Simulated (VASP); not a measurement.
A run of VASP 6.6.1 is set up as follows.

Contents of INCAR:

```
SYSTEM = Ru3Pt
ALGO = Normal
EDIFF = 1E-7
EDIFFG = -0.04
ENCUT = 600
GGA = PE
IBRION = 2
ISIF = 3
ISMEAR = 0
LASPH = .True.
LCHARG = .False.
LREAL = .False.
LWAVE = .False.
NELM = 80
NSW = 90
PREC = Accurate
SIGMA = 0.1
```

The input KPOINTS:

```
k-points
0
Gamma
  4 4 4
  0 0 0
```

File POSCAR:

```
Ru3Pt
1.0
    4.7859546500      0.0000000000      0.0000000000
    0.0000000000      4.7859546500      0.0000000000
    0.0000000000      0.0000000000      4.7859546500
Ru Pt
6 2
Direct
    0.2500000000      0.0000000000      0.5000000000
    0.7500000000      0.0000000000      0.5000000000
    0.5000000000      0.2500000000      0.0000000000
    0.5000000000      0.7500000000      0.0000000000
    0.0000000000      0.5000000000      0.2500000000
    0.0000000000      0.5000000000      0.7500000000
    0.0000000000      0.0000000000      0.0000000000
    0.5000000000      0.5000000000      0.5000000000
```

Potentials or basis: VASP PAW PBE potentials, release 64 (Ru_pv, Pt).

Run with:

```sh
$ cat potpaw_PBE.64/Ru_pv/POTCAR potpaw_PBE.64/Pt/POTCAR > POTCAR
$ mpirun -np 1 vasp_std > vasp.out
```

Question: Predict the relaxed volume.

Answer: 14.60 Å³/atom.

Question: What does it give for the band gap on the k mesh?

Answer: Zero (bands 52 and 53 overlap by 0.27 eV).

Final structure:
```
Ru Pt
1.0
     4.88772    0.00000    0.00000
     0.00000    4.88772    0.00000
     0.00000    0.00000    4.88772
Ru Pt
6 2
Direct
  0.25000 0.00000 0.50000
  0.75000 0.00000 0.50000
  0.50000 0.25000 0.00000
  0.50000 0.75000 0.00000
  0.00000 0.50000 0.25000
  0.00000 0.50000 0.75000
  0.00000 0.00000 0.00000
  0.50000 0.50000 0.50000
```

Caveat: spin-orbit coupling is left out, which moves the levels of the heavy elements.
